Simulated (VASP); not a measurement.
# Zr4Ag (I4mm) in VASP: single point with PBE

Aim: the single point of Zr4Ag with PBE.

Program: VASP 6.6.1. These are calculated values, not measurements. Logs are shortened: lines on timing, memory, paths and dates and some standing lists are left out, and cuts for length are marked.

## 1. The cell of the first run

The typed cell holds 5 atoms: a = 5.766 Å, b = 5.766 Å, c = 5.766 Å, α = 96.70°, β = 96.70°, γ = 140.04°.

## 2. Single point, PBE

INCAR

```
  PREC = Accurate
  ENCUT = 520
  EDIFF = 1E-6
  ISMEAR = 0
  SIGMA = 0.2
  LREAL = F
  LASPH = T
  NELM = 60
  ALGO = Fast
  ISIF = 2
  LWAVE = F
  LCHARG = F
  GGA = PE
  NBANDS = 38
```

KPOINTS

```
regular mesh
0
Gamma
  4 4 4
```

POSCAR

```
Zr4Ag
1.0
   -3.8316532779      3.8316532779      1.9699800858
    3.8316532779     -3.8316532779      1.9699800858
    3.8316532779      3.8316532779     -1.9699800858
Zr Ag
4 1
Direct
    0.3197059224      0.6074205794      0.2877146570
    0.3197059224      1.0319912654      0.7122853430
    0.6074205794      0.3197059224      0.2877146570
    1.0319912654      0.3197059224      0.7122853430
    0.8198543903      0.8198543903      0.0000000000
```

Potentials or basis: VASP PAW PBE potentials, release 64 (Zr_sv, Ag).

Launch:

```
$ cat potpaw_PBE.64/Zr_sv/POTCAR potpaw_PBE.64/Ag/POTCAR > POTCAR
$ mpirun -np 1 vasp_std > vasp.out
```

OUTCAR:

```text
PREC = Accurate
   ENCUT = 520
   EDIFF = 1E-6
   ISMEAR = 0
   LREAL = F
   LASPH = T
   NELM = 60
   ISIF = 2
   GGA = PE

 ion  position               nearest neighbor table
   1  0.320  0.607  0.288-   5 2.96   5 2.96   4 3.03   3 3.03   3 3.03   4 3.03   4 3.12   3 3.12
                             2 3.25
   2  0.320  0.032  0.712-   5 2.96   5 2.96   3 3.03   3 3.03   4 3.03   4 3.03   4 3.12   3 3.12
                             1 3.25
   3  0.607  0.320  0.288-   5 2.96   5 2.96   2 3.03   1 3.03   1 3.03   2 3.03   2 3.12   1 3.12
                             4 3.25
   4  0.032  0.320  0.712-   5 2.96   5 2.96   1 3.03   1 3.03   2 3.03   2 3.03   2 3.12   1 3.12
                             3 3.25
   5  0.820  0.820  0.000-   2 2.96   4 2.96   3 2.96   1 2.96   2 2.96   4 2.96   3 2.96   1 2.96

  LATTYP: Found a body centered tetragonal cell.
 ALAT       =     7.6633065558
 C/A-ratio  =     0.5141331804

  Lattice vectors:

 A1 = (  -3.8316532779,   3.8316532779,   1.9699800858)
 A2 = (   3.8316532779,  -3.8316532779,   1.9699800858)
 A3 = (   3.8316532779,   3.8316532779,  -1.9699800858)

Analysis of symmetry for initial positions (statically):
=====================================================================
 Subroutine PRICEL returns:
 Original cell was already a primitive cell.

 Routine SETGRP: Setting up the symmetry group for a
 body centered tetragonal supercell.

 Subroutine GETGRP returns: Found  8 space group operations
 (whereof  8 operations were pure point group operations)
 out of a pool of 16 trial point group operations.

The static configuration has the point symmetry C_4v.

Analysis of symmetry for dynamics (positions and initial velocities):
=====================================================================
 Subroutine PRICEL returns:
 Original cell was already a primitive cell.

 Routine SETGRP: Setting up the symmetry group for a
 body centered tetragonal supercell.

 Subroutine GETGRP returns: Found  8 space group operations
 (whereof  8 operations were pure point group operations)
 out of a pool of 16 trial point group operations.

The dynamic configuration has the point symmetry C_4v.

 Subroutine INISYM returns: Found  8 space group operations
 (whereof  8 operations are pure point group operations),
 and found     1 'primitive' translations

----------------------------------------------------------------------------------------
[... 88 lines left out ...]
   LREAL  =      F    real-space projection
   EDIFFG = 0.1E-04   stopping-criterion for IOM
   NSW    =      0    number of steps for IOM
   IBRION =     -1    ionic relax: 0-MD 1-quasi-New 2-CG
   NFREE  =      0    steps in history (QN), initial steepest desc. (CG)
   ISIF   =      2    stress and relaxation
   ISYM   =      2    0-nonsym 1-usesym 2-fastsym
   POTIM  = 0.5000    time-step for ionic-motion
   TEBEG  =    0.0;   TEEND  =   0.0 temperature during run
   PSTRESS=    0.0 pullay stress
   NELECT =      59.0000    total number of electrons
   NUPDOWN=      -1.0000    fix difference up-down
   EMIN   =  10.00;   EMAX   =-10.00  energy-range for DOS
   EFERMI =   0.00;   METHOD = LEGACY
   ISMEAR =     0;   SIGMA  =   0.20  broadening in eV -4-tet -1-fermi 0-gaus
   EFERMI_NEDOS =   21; number of points for ismear=-14 and -15
   IALGO  =     68    algorithm
   IMIX   =      4    mixing-type and parameters
     AMIX     =   0.40;   BMIX     =  1.00
     AMIX_MAG =   1.60;   BMIX_MAG =  1.00
  volume/ion in A,a.u.               =      23.14       156.14
  Fermi-wavevector in a.u.,A,eV,Ry     =   1.307959  2.471684 23.276254  1.710756
  Thomas-Fermi vector in A             =   2.438658
   LORBIT       =      0    0 simple, 1 ext, 2 COOP (PROOUT), +10 PAW based schemes
   GGA     = PE    functional components
   LHFCALC =     F    Hartree Fock is set to
   AEXX    =    0.0000 exact exchange contribution
   IVDW    =     0    specifies the selected vdW correction
   LEPSILON=     F    determine dielectric tensor
   LRPA    =     F    only Hartree local field effects (RPA)
 non-spin polarized calculation
 RMM-DIIS sequential band-by-band and
 Gauss-broadening in eV      SIGMA  =   0.20
  energy-cutoff  :      520.00
  volume of cell :      115.69
 maximum number of plane-waves:      3126
 NGX is ok and might be reduce to    48
   NGX = 21   NGY = 21   NGZ = 21

 number of electron      59.0000000 magnetization

 Free energy of the ion-electron system (eV)
  ---------------------------------------------------
  ext. energy  EPLUGINS =         0.00000000
  ---------------------------------------------------
  free energy    TOTEN  =       -35.66362303 eV

  energy without entropy =      -35.56774265  energy(sigma->0) =      -35.61568284

 E-fermi :   8.1812     XC(G=0): -10.9748

 val. band max:        8.1581813596   @ k =   0.5000   0.0000   0.0000
 cond. band min:       8.1892776905   @ k =   0.0000   0.0000   0.0000
 fundamental gap:      0.0310963310
 Fermi energy:         8.1812449437

 k-point     1 :       0.0000    0.0000    0.0000
  band No.  band energies     occupation
      1     -40.5827      2.00000
      2     -40.4423      2.00000
      3     -40.4423      2.00000
      4     -40.3426      2.00000
      5     -19.0060      2.00000
      6     -18.9997      2.00000
[... 522 lines left out ...]
     37      11.0651      0.00000
     38      11.1241      0.00000

------------------------ aborting loop because EDIFF is reached ----------------------------------------

  FORCE on cell =-STRESS in cart. coord.  units (eV):
  Direction    XX          YY          ZZ          XY          YZ          ZX
  --------------------------------------------------------------------------------------
  -------------------------------------------------------------------------------------
  Total       -0.0033938     -0.0033938     -0.1781810      0.0000000      0.0000000      0.0000000
  in kB       -0.0470008     -0.0470008     -2.4676172      0.0000000      0.0000000      0.0000000
  external PRESSURE =      -0.8538729 kB  Pullay stress =       0.0000000 kB

 VOLUME and BASIS-vectors are now :
 -----------------------------------------------------------------------------
  energy-cutoff  :      520.00
  volume of cell :      115.69
      direct lattice vectors                 reciprocal lattice vectors
    -3.831653278  3.831653278  1.969980086     0.000000000  0.130491974  0.253809672
     3.831653278 -3.831653278  1.969980086     0.130491974  0.000000000  0.253809672
     3.831653278  3.831653278 -1.969980086     0.130491974  0.130491974  0.000000000

 POSITION                                       TOTAL-FORCE (eV/Angst)
 -----------------------------------------------------------------------------------
      2.20485      0.00000      1.25963         0.004451     -0.000000      0.000897
      1.62681      3.83165     -0.71035        -0.004451     -0.000000      0.000897
      0.00000      2.20485      1.25963         0.000000      0.004451      0.000897
      3.83165      1.62681     -0.71035        -0.000000     -0.004451      0.000897
      0.00000      0.00000      3.23019        -0.000000     -0.000000     -0.003590
 -----------------------------------------------------------------------------------
    total drift:                                0.000000      0.000000     -0.000006

  FREE ENERGIE OF THE ION-ELECTRON SYSTEM (eV)
  ---------------------------------------------------
  free  energy   TOTEN  =       -35.6636230329 eV

  energy  without entropy=      -35.5677426490  energy(sigma->0) =      -35.61568284
```

OSZICAR:

```text
N       E                     dE             d eps       ncg     rms          rms(c)
DAV:   1     0.596822135044E+03    0.59682E+03   -0.30378E+04   988   0.152E+03
DAV:   2     0.111270619797E+02   -0.58570E+03   -0.57136E+03  1066   0.451E+02
DAV:   3    -0.347017159371E+02   -0.45829E+02   -0.44837E+02  1688   0.924E+01
[... 15 lines left out ...]
RMM:  19    -0.356636126263E+02   -0.64320E-05   -0.55360E-05  1306   0.245E-02    0.515E-03
RMM:  20    -0.356636167657E+02   -0.41395E-05   -0.35372E-05  1131   0.189E-02    0.680E-03
RMM:  21    -0.356636194117E+02   -0.26460E-05   -0.22092E-05  1081   0.158E-02    0.577E-03
RMM:  22    -0.356636212668E+02   -0.18551E-05   -0.16061E-05  1108   0.137E-02    0.446E-03
RMM:  23    -0.356636223776E+02   -0.11108E-05   -0.96507E-06  1016   0.111E-02    0.283E-03
RMM:  24    -0.356636230329E+02   -0.65529E-06   -0.62785E-06   891   0.894E-03
   1 F= -.35663623E+02 E0= -.35615683E+02  d E =-.958804E-01
```

stdout:

```text
POSCAR found type information on POSCAR ZrAg
 POSCAR found :  2 types and       5 ions
 scaLAPACK will be used
 LDA part: xc-table for (Slater+PW92), standard interpolation
 POSCAR, INCAR and KPOINTS ok, starting setup
 FFT: planning ... GRIDC
 FFT: planning ... GRID_SOFT
 FFT: planning ... GRID
 WAVECAR not read
 entering main loop
WARNING in EDDRMM: call to ZHEGV failed, returncode =   6  3     23
WARNING in EDDRMM: call to ZHEGV failed, returncode =   6  3     29
WARNING in EDDRMM: call to ZHEGV failed, returncode =   6  3     24
```

Run time: 3.9 min. Hardware: 1 thread of Intel Xeon Platinum 8488C (Sapphire Rapids), shared host; peak memory 0.33 GiB.

What came out:

```yaml
Free_energy: -35.6636 eV
Pressure: -0.1 GPa
Largest_force: 0.005 eV/Å
```

Forces on the atoms (eV/Å):
```
Zr   0.004  0.000  0.001
Zr  -0.004  0.000  0.001
Zr   0.000  0.004  0.001
Zr   0.000 -0.004  0.001
Ag   0.000  0.000 -0.004
```

Stress tensor (GPa, compression positive):
```
 0.00  0.00  0.00
 0.00  0.00  0.00
 0.00  0.00 -0.25
```

Levels at points of the mesh, in eV from the Fermi level:
| k point | band 28 | band 29 | band 30 | band 31 | band 32 | band 33 |
| --- | --- | --- | --- | --- | --- | --- |
| (0.00, 0.00, 0.00) | 0.01 | 0.43 | 0.97 | 0.97 | 0.98 | 1.40 |
| (0.50, 0.00, 0.00) | -0.47 | -0.19 | -0.02 | 0.46 | 0.98 | 1.49 |
| (0.50, 0.50, 0.00) | -0.60 | -0.27 | 0.15 | 0.16 | 0.24 | 1.00 |
| (0.50, 0.50, 0.50) | -1.06 | -1.06 | -0.82 | 1.01 | 1.03 | 1.13 |

Caveat: the k points lie up to 0.45 Å⁻¹ apart.
